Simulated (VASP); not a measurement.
# OsI3 (Pm-3m) in VASP: single point with PBE+U

Aim: the single point of OsI3 with PBE+U.

All numbers are computed with VASP 6.6.1; they aren't measurements. Logs are shortened: lines on timing, memory, paths and dates and some standing lists are left out, and cuts for length are marked.

## 1. The cell of the first run

The structure is cubic, space group Pm-3m (No. 221). The conventional cell has a = 5.537 Å, b = 5.537 Å, c = 5.537 Å, α = 90.00°, β = 90.00°, γ = 90.00°. Within 3.6 Å of Os (site symmetry m-3m) lie 6 I at 2.77 Å. I (site symmetry 4/mmm) has 2 Os at 2.77 Å within 3.6 Å.

## 2. Single point, PBE+U

File INCAR:

```
SYSTEM = OsI3
PREC = Accurate
ENCUT = 520
EDIFF = 1E-7
ISMEAR = 0
SIGMA = 0.05
LREAL = .FALSE.
LASPH = .TRUE.
NELM = 150
ALGO = Normal
ISIF = 2
LWAVE = .FALSE.
LCHARG = .TRUE.
LMAXMIX = 4
LDAU = .TRUE.
LDAUTYPE = 2
LDAUL = 2 -1
LDAUU = 2 0
LDAUJ = 0 0
LDAUPRINT = 1
GGA = PE
LELF = .TRUE.
LVHAR = .TRUE.
NBANDS = 22
```

File KPOINTS:

```
Automatic mesh
0
G
  6 6 6
  0 0 0
```

File POSCAR:

```
OsI3
1.0
    5.5370319512      0.0000000000      0.0000000000
    0.0000000000      5.5370319512      0.0000000000
    0.0000000000      0.0000000000      5.5370319512
Os I
1 3
Direct
    0.0000000000      0.0000000000      0.0000000000
    0.5000000000      0.0000000000      0.0000000000
    0.0000000000      0.0000000000      0.5000000000
    0.0000000000      0.5000000000      0.0000000000
```

Potentials or basis: VASP PAW PBE potentials, release 64 (Os, I).

Command:

```
$ cat potpaw_PBE.64/Os/POTCAR potpaw_PBE.64/I/POTCAR > POTCAR
$ mpirun -np 1 vasp_std > vasp.out
```

OUTCAR:

```text
SYSTEM = OsI3
   PREC = Accurate
   ENCUT = 520
   EDIFF = 1E-7
   ISMEAR = 0
   LREAL = .FALSE.
   LASPH = .TRUE.
   NELM = 150
   ISIF = 2
   GGA = PE

 ion  position               nearest neighbor table
   1  0.000  0.000  0.000-   2 2.77   3 2.77   4 2.77   3 2.77   4 2.77   2 2.77
   2  0.500  0.000  0.000-   1 2.77   1 2.77
   3  0.000  0.000  0.500-   1 2.77   1 2.77
   4  0.000  0.500  0.000-   1 2.77   1 2.77

  LATTYP: Found a simple cubic cell.
 ALAT       =     5.5370319512

  Lattice vectors:

 A1 = (   5.5370319512,   0.0000000000,   0.0000000000)
 A2 = (   0.0000000000,   5.5370319512,   0.0000000000)
 A3 = (   0.0000000000,   0.0000000000,   5.5370319512)

Analysis of symmetry for initial positions (statically):
=====================================================================
 Subroutine PRICEL returns:
 Original cell was already a primitive cell.

 Routine SETGRP: Setting up the symmetry group for a
 simple cubic supercell.

 Subroutine GETGRP returns: Found 48 space group operations
 (whereof 48 operations were pure point group operations)
 out of a pool of 48 trial point group operations.

The static configuration has the point symmetry O_h .

Analysis of symmetry for dynamics (positions and initial velocities):
=====================================================================
 Subroutine PRICEL returns:
 Original cell was already a primitive cell.

 Routine SETGRP: Setting up the symmetry group for a
 simple cubic supercell.

 Subroutine GETGRP returns: Found 48 space group operations
 (whereof 48 operations were pure point group operations)
 out of a pool of 48 trial point group operations.

The dynamic configuration has the point symmetry O_h .

 Subroutine INISYM returns: Found 48 space group operations
 (whereof 48 operations are pure point group operations),
 and found     1 'primitive' translations

----------------------------------------------------------------------------------------

                                     Primitive cell

  volume of cell :     169.7583

  direct lattice vectors                    reciprocal lattice vectors
     5.537031951  0.000000000  0.000000000     0.180602173  0.000000000  0.000000000
     0.000000000  5.537031951  0.000000000     0.000000000  0.180602173  0.000000000
     0.000000000  0.000000000  5.537031951     0.000000000  0.000000000  0.180602173

  length of vectors
     5.537031951  5.537031951  5.537031951     0.180602173  0.180602173  0.180602173

  position of ions in fractional coordinates (direct lattice)
     0.000000000  0.000000000  0.000000000
     0.500000000  0.000000000  0.000000000
     0.000000000  0.000000000  0.500000000
     0.000000000  0.500000000  0.000000000

  ion indices of the primitive-cell ions
   primitive index   ion index
                 1           1
                 2           2
                 3           3
                 4           4

----------------------------------------------------------------------------------------

 KPOINTS: Automatic mesh

Automatic generation of k-mesh.
 Grid dimensions read from file:
 generate k-points for:    6    6    6

 Generating k-lattice:

  Cartesian coordinates                     Fractional coordinates (reciprocal lattice)
     0.030100362  0.000000000  0.000000000     0.166666667  0.000000000  0.000000000
     0.000000000  0.030100362  0.000000000     0.000000000  0.166666667  0.000000000
     0.000000000  0.000000000  0.030100362     0.000000000  0.000000000  0.166666667

  Length of vectors
     0.030100362  0.030100362  0.030100362

  Shift w.r.t. Gamma in fractional coordinates (k-lattice)
     0.000000000  0.000000000  0.000000000

 Subroutine IBZKPT returns following result:
[... 35 lines left out ...]
   PREC   = accura    normal or accurate (medium, high low for compatibility)
   ISTART =      0    job   : 0-new  1-cont  2-samecut
   ICHARG =      2    charge: 1-file 2-atom 10-const
   ISPIN  =      1    spin polarized calculation?
   LNONCOLLINEAR =      F non collinear calculations
   LSORBIT =      F    spin-orbit coupling
   LASPH  =      T    aspherical Exc in radial PAW
   ENCUT  =  520.0 eV  38.22 Ry    6.18 a.u.  10.30 10.30 10.30*2*pi/ulx,y,z
   NELM   =    150;   NELMIN=  2; NELMDL= -5     # of ELM steps
   EDIFF  = 0.1E-06   stopping-criterion for ELM
   LREAL  =      F    real-space projection
   EDIFFG = 0.1E-05   stopping-criterion for IOM
   NSW    =      0    number of steps for IOM
   IBRION =     -1    ionic relax: 0-MD 1-quasi-New 2-CG
   NFREE  =      0    steps in history (QN), initial steepest desc. (CG)
   ISIF   =      2    stress and relaxation
   ISYM   =      2    0-nonsym 1-usesym 2-fastsym
   POTIM  = 0.5000    time-step for ionic-motion
   TEBEG  =    0.0;   TEEND  =   0.0 temperature during run
   PSTRESS=    0.0 pullay stress
   NELECT =      29.0000    total number of electrons
   NUPDOWN=      -1.0000    fix difference up-down
   EMIN   =  10.00;   EMAX   =-10.00  energy-range for DOS
   EFERMI =   0.00;   METHOD = LEGACY
   ISMEAR =     0;   SIGMA  =   0.05  broadening in eV -4-tet -1-fermi 0-gaus
   EFERMI_NEDOS =   21; number of points for ismear=-14 and -15
   IALGO  =     38    algorithm
   IMIX   =      4    mixing-type and parameters
     AMIX     =   0.40;   BMIX     =  1.00
     AMIX_MAG =   1.60;   BMIX_MAG =  1.00
  volume/ion in A,a.u.               =      42.44       286.40
  Fermi-wavevector in a.u.,A,eV,Ry     =   0.908372  1.716574 11.226710  0.825140
  Thomas-Fermi vector in A             =   2.032291
   LORBIT       =      0    0 simple, 1 ext, 2 COOP (PROOUT), +10 PAW based schemes
 LDA+U is selected, type is set to LDAUTYPE =  2
   angular momentum for each species LDAUL =     2   -1
   U (eV)           for each species LDAUU =   2.0  0.0
   J (eV)           for each species LDAUJ =   0.0  0.0
   GGA     = PE    functional components
   LHFCALC =     F    Hartree Fock is set to
   AEXX    =    0.0000 exact exchange contribution
   IVDW    =     0    specifies the selected vdW correction
   LEPSILON=     F    determine dielectric tensor
   LRPA    =     F    only Hartree local field effects (RPA)
 non-spin polarized calculation
 Gauss-broadening in eV      SIGMA  =   0.05
  energy-cutoff  :      520.00
  volume of cell :      169.76
 maximum number of plane-waves:      4632
 NGX is ok and might be reduce to    42
   NGX = 21   NGY = 21   NGZ = 21

atom =   1  type =  1  l = 2

 onsite density matrix

spin component  1

  0.6976 -0.0000 -0.0000  0.0000  0.0000
 -0.0000  0.6976 -0.0000  0.0000 -0.0000
 -0.0000 -0.0000  0.4986  0.0000  0.0000
  0.0000  0.0000  0.0000  0.6976  0.0000
  0.0000 -0.0000  0.0000  0.0000  0.4986

spin component  2

  0.6976 -0.0000 -0.0000  0.0000  0.0000
 -0.0000  0.6976 -0.0000  0.0000 -0.0000
 -0.0000 -0.0000  0.4986  0.0000  0.0000
  0.0000  0.0000  0.0000  0.6976  0.0000
  0.0000 -0.0000  0.0000  0.0000  0.4986

 occupancies and eigenvectors

  o =  0.4986  v =  0.0000 -0.0000 -0.9987  0.0000  0.0518  0.0000  0.0000  0.0000  0.0000  0.0000      0.0000  0.0000  0.0000  0.0000  0.0000  0.0000  0.0000  0.0000  0.0000  0.0000
  o =  0.4986  v =  0.0000  0.0000  0.0000  0.0000  0.0000  0.0000 -0.0000 -0.9987  0.0000  0.0518      0.0000  0.0000  0.0000  0.0000  0.0000  0.0000  0.0000  0.0000  0.0000  0.0000
  o =  0.4986  v =  0.0000 -0.0000 -0.0518  0.0000 -0.9987  0.0000  0.0000  0.0000  0.0000  0.0000      0.0000  0.0000  0.0000  0.0000  0.0000  0.0000  0.0000  0.0000  0.0000  0.0000
  o =  0.4986  v =  0.0000  0.0000  0.0000  0.0000  0.0000  0.0000 -0.0000 -0.0518  0.0000 -0.9987      0.0000  0.0000  0.0000  0.0000  0.0000  0.0000  0.0000  0.0000  0.0000  0.0000
  o =  0.6976  v =  0.0000 -0.2528 -0.0000 -0.9675  0.0000  0.0000  0.0000  0.0000  0.0000  0.0000      0.0000  0.0000  0.0000  0.0000  0.0000  0.0000  0.0000  0.0000  0.0000  0.0000
  o =  0.6976  v =  0.0000  0.0000  0.0000  0.0000  0.0000  1.0000  0.0000  0.0000  0.0000  0.0000      0.0000  0.0000  0.0000  0.0000  0.0000  0.0000  0.0000  0.0000  0.0000  0.0000
  o =  0.6976  v =  1.0000  0.0000  0.0000  0.0000  0.0000  0.0000  0.0000  0.0000  0.0000  0.0000      0.0000  0.0000  0.0000  0.0000  0.0000  0.0000  0.0000  0.0000  0.0000  0.0000
  o =  0.6976  v =  0.0000  0.0000  0.0000  0.0000  0.0000  0.0000 -0.2528 -0.0000 -0.9675  0.0000      0.0000  0.0000  0.0000  0.0000  0.0000  0.0000  0.0000  0.0000  0.0000  0.0000
  o =  0.6976  v =  0.0000  0.0000  0.0000  0.0000  0.0000  0.0000 -0.9675  0.0000  0.2528  0.0000      0.0000  0.0000  0.0000  0.0000  0.0000  0.0000  0.0000  0.0000  0.0000  0.0000
  o =  0.6976  v =  0.0000 -0.9675  0.0000  0.2528  0.0000  0.0000  0.0000  0.0000  0.0000  0.0000      0.0000  0.0000  0.0000  0.0000  0.0000  0.0000  0.0000  0.0000  0.0000  0.0000

 number of electron      28.9999998 magnetization

 Free energy of the ion-electron system (eV)
  ---------------------------------------------------
  ext. energy  EPLUGINS =         0.00000000
  ---------------------------------------------------
  free energy    TOTEN  =       -10.74915363 eV

  energy without entropy =      -10.74164037  energy(sigma->0) =      -10.74539700

 E-fermi :   1.8079     XC(G=0):  -7.6190

 val. band max:        1.7745338470   @ k =   0.3333   0.3333   0.0000
 cond. band min:       1.8113016948   @ k =   0.1667   0.0000   0.0000
 fundamental gap:      0.0367678478
 Fermi energy:         1.8079370561

 k-point     1 :       0.0000    0.0000    0.0000
  band No.  band energies     occupation
      1     -11.2614      2.00000
      2     -10.2417      2.00000
      3     -10.2417      2.00000
      4      -1.9551      2.00000
      5      -1.9551      2.00000
      6      -1.9551      2.00000
[... 489 lines left out ...]
     21       7.0214      0.00000
     22      10.2460      0.00000

------------------------ aborting loop because EDIFF is reached ----------------------------------------

  FORCE on cell =-STRESS in cart. coord.  units (eV):
  Direction    XX          YY          ZZ          XY          YZ          ZX
  --------------------------------------------------------------------------------------
  -------------------------------------------------------------------------------------
  Total       -1.4377619     -1.4377619     -1.4377619      0.0000000     -0.0000000      0.0000000
  in kB      -13.5695820    -13.5695820    -13.5695820      0.0000000     -0.0000000      0.0000000
  external PRESSURE =     -13.5695820 kB  Pullay stress =       0.0000000 kB

 VOLUME and BASIS-vectors are now :
 -----------------------------------------------------------------------------
  energy-cutoff  :      520.00
  volume of cell :      169.76
      direct lattice vectors                 reciprocal lattice vectors
     5.537031951  0.000000000  0.000000000     0.180602173  0.000000000  0.000000000
     0.000000000  5.537031951  0.000000000     0.000000000  0.180602173  0.000000000
     0.000000000  0.000000000  5.537031951     0.000000000  0.000000000  0.180602173

 POSITION                                       TOTAL-FORCE (eV/Angst)
 -----------------------------------------------------------------------------------
      0.00000      0.00000      0.00000         0.000000      0.000000      0.000000
      2.76852      0.00000      0.00000         0.000000      0.000000      0.000000
      0.00000      0.00000      2.76852         0.000000      0.000000      0.000000
      0.00000      2.76852      0.00000         0.000000      0.000000      0.000000
 -----------------------------------------------------------------------------------
    total drift:                               -0.000000     -0.000000     -0.000000

  FREE ENERGIE OF THE ION-ELECTRON SYSTEM (eV)
  ---------------------------------------------------
  free  energy   TOTEN  =       -10.7491536316 eV

  energy  without entropy=      -10.7416403747  energy(sigma->0) =      -10.74539700
```

Wall time 69 s (1 thread of Intel Xeon 6975P-C (Granite Rapids), shared host); peak memory 0.28 GiB.

Results:

* Free energy: -10.7492 eV
* Pressure: -1.4 GPa

Eigenvalues of the final occupation matrices:
```tsv
site	spin	trace	eigenvalues
site 1 d	1	3.09	0.50 0.50 0.70 0.70 0.70
site 1 d	2	3.09	0.50 0.50 0.70 0.70 0.70
```

Caveat: spin-orbit coupling is left out, which moves the levels of the heavy elements; an odd number of electrons without spin polarisation forces a metal; a magnetic or distorted state may lie lower; U without spin polarisation on a metal has little footing.
